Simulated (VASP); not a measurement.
Here is a VASP 6.6.1 calculation.

File INCAR:

```
SYSTEM = SnTe
ALGO = Normal
EDIFF = 1E-7
ENCUT = 520
GGA = PE
ISIF = 2
ISMEAR = 0
LASPH = .TRUE.
LCHARG = .TRUE.
LELF = .TRUE.
LREAL = .FALSE.
LVHAR = .TRUE.
LWAVE = .FALSE.
NBANDS = 17
NELM = 60
PREC = Accurate
SIGMA = 0.03
```

The input KPOINTS:

```
k-points
0
G
  10 10 10
  0 0 0
```

File POSCAR:

```
SnTe
1.0
    1.2342304804      3.8790100813      3.8790100813
    3.8790100813      1.2342304804      3.8790100813
    3.8790100813      3.8790100813      1.2342304804
Sn Te
1 1
Direct
    0.0000000000      0.0000000000      0.0000000000
    0.5000000000      0.5000000000      0.5000000000
```

Potentials or basis: VASP PAW PBE potentials, release 64 (Sn_d, Te).

Launch:

```bash
$ cat potpaw_PBE.64/Sn_d/POTCAR potpaw_PBE.64/Te/POTCAR > POTCAR
$ mpirun -np 1 vasp_std > vasp.out
```

Question: What does it give for the band gap on the k mesh?

Answer: Zero (band 10 reaches 7.54 eV, above the bottom of band 11 at 5.02 eV).

Question: Estimate the pressure.

Answer: -2.2 GPa.

Stress tensor (GPa, compression positive):
```
-2.18 -1.57 -1.57
-1.57 -2.18 -1.57
-1.57 -1.57 -2.18
```

Caveat: spin-orbit coupling is left out, which moves the levels of the heavy elements.
